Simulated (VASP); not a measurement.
Set up this calculation in VASP 6.6.1, as the native input.

- Task: single point
- Functional: LDA
- Potentials or basis: VASP PAW LDA potentials, release 64 (B, N)
- Cutoff: 520 eV
- k mesh: 12 × 12 × 12
- Occupations: fermi-dirac, width 0.02 eV
- Spin: no spin polarisation
- Dipole correction: no
- Further INCAR settings: ALGO = Normal; EDIFF = 1e-07; NBANDS = 11

The structure of BN (Qingsongite) lies in POSCAR:

```
BN
1.0
    0.0000000000      1.7899237671      1.7899237671
    1.7899237671      0.0000000000      1.7899237671
    1.7899237671      1.7899237671      0.0000000000
B N
1 1
Direct
    0.0000000000      0.0000000000      0.0000000000
    0.2500000000      0.2500000000      0.2500000000
```

One way to write it, as run:

INCAR

```
PREC     = Accurate       # precision mode
ENCUT    = 520            # plane-wave cutoff, eV
EDIFF    = 1E-7           # SCF threshold, eV
ISMEAR   = -1             # smearing method
SIGMA    = 0.02           # smearing width, eV
LREAL    = False          # projectors in reciprocal space
LASPH    = True           # aspherical terms in the spheres
NELM     = 60             # most SCF steps
ALGO     = Normal         # electronic algorithm
ISIF     = 2              # what is computed and relaxed
LWAVE    = False          # write WAVECAR
LCHARG   = True           # write CHGCAR
LELF     = True           # ELF
LVHAR    = True         
NBANDS   = 11             # bands
```

KPOINTS

```
Automatic mesh
0
Gamma
  12 12 12
```

Potentials or basis: VASP PAW LDA potentials, release 64 (B, N).

Command:

```bash
$ cat potpaw_LDA.64/B/POTCAR potpaw_LDA.64/N/POTCAR > POTCAR
$ mpirun -np 1 vasp_std > vasp.out
```

Results of the run:

```json
{
 "Pressure": "1.2 GPa",
 "Band gap on the k mesh": "4.38 eV, indirect (least direct gap 8.82 eV)"
}
```

It took 13 s on 1 thread of AMD EPYC 7R43 64-Core Processor (Zen 3), with other jobs on the host, peak memory 0.08 GiB.
